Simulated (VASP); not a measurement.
Wanted: the native input for a VASP 6.6.1 run.

```
Task                   : single point
Functional             : PBEsol
Potentials or basis    : VASP PAW PBE potentials, release 64 (Si)
Cutoff                 : 520 eV
k mesh                 : 11 × 11 × 6
Occupations            : fermi-dirac, width 0.05 eV
Spin                   : no spin polarisation
Dipole correction      : no
Further INCAR settings : ALGO = Normal; EDIFF = 1e-06; NBANDS = 11
```

The structure of Si lies in POSCAR:

```
Si
1.0
    2.5571375340      0.0000000000      0.0000000000
   -1.2785687670      2.2145460654      0.0000000000
    0.0000000000      0.0000000000      4.2418264331
Si
2
Direct
    0.3333333333      0.6666666667      0.2500000000
    0.6666666667      0.3333333333      0.7500000000
```

The input as run:

INCAR

```
ALGO     = Normal         # electronic algorithm
EDIFF    = 1E-6           # SCF threshold, eV
ENCUT    = 520            # plane-wave cutoff, eV
GGA      = PS             # functional
ISIF     = 2              # what is computed and relaxed
ISMEAR   = -1             # smearing method
LASPH    = T              # aspherical terms in the spheres
LCHARG   = F              # write CHGCAR
LREAL    = F              # projectors in reciprocal space
LWAVE    = F              # write WAVECAR
NBANDS   = 11             # bands
NELM     = 60             # most SCF steps
PREC     = Accurate       # precision mode
SIGMA    = 0.05           # smearing width, eV
```

KPOINTS

```
k-points
0
Gamma
  11 11 6
```

Potentials or basis: VASP PAW PBE potentials, release 64 (Si).

Run with:

```bash
$ cat potpaw_PBE.64/Si/POTCAR > POTCAR
$ mpirun -np 1 vasp_std > vasp.out
```

Results of the run:

```
Pressure               : 20.2 GPa
Band gap on the k mesh : zero (band 4 reaches 22.69 eV, above the bottom of band 5 at 9.29 eV)
```

Caveat: the PAW data sets were made with another functional, which shifts forces and pressure a little.

Run time: 20 s on 1 thread of Intel Xeon 8259CL (shared host), peak memory 0.14 GiB.
